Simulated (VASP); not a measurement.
Write the native input for VASP 6.6.1 that does the following.

* Task: single point
* Functional: PBE
* Potentials or basis: VASP PAW PBE potentials, release 64 (Ag, Br)
* Cutoff: 500 eV
* k mesh: 6 × 6 × 6
* Occupations: gaussian, width 0.01 eV
* Spin: no spin polarisation
* Dipole correction: no
* Further INCAR settings: ALGO = Normal; EDIFF = 1e-06; NBANDS = 16

The structure of AgBr lies in POSCAR:

```
AgBr
1.0
    0.0000000000      2.9789631281      2.9789631281
    2.9789631281      0.0000000000      2.9789631281
    2.9789631281      2.9789631281      0.0000000000
Ag Br
1 1
Direct
    0.0000000000      0.0000000000      0.0000000000
    0.5000000000      0.5000000000      0.5000000000
```

One way to write it, as run:

INCAR

```
SYSTEM = AgBr
  ALGO = Normal
  EDIFF = 1E-6
  ENCUT = 500
  GGA = PE
  GGA_COMPAT = .False.
  ISIF = 2
  ISMEAR = 0
  LASPH = .True.
  LCHARG = .True.
  LELF = .True.
  LREAL = .False.
  LVHAR = .True.
  LWAVE = .False.
  NBANDS = 16
  NELM = 120
  PREC = Accurate
  SIGMA = 0.01
```

KPOINTS

```
k-points
0
Gamma
  6 6 6
  0 0 0
```

Potentials or basis: VASP PAW PBE potentials, release 64 (Ag, Br).

The run is started by

```sh
$ cat potpaw_PBE.64/Ag/POTCAR potpaw_PBE.64/Br/POTCAR > POTCAR
$ mpirun -np 1 vasp_std > vasp.out
```

Results of the run:

The pressure is -2.0 GPa. The band gap on the k mesh is 0.72 eV (least direct gap 2.27 eV).

It took 19 s on 1 thread of Intel Xeon 8259CL, on a shared host, peak memory 0.18 GiB.
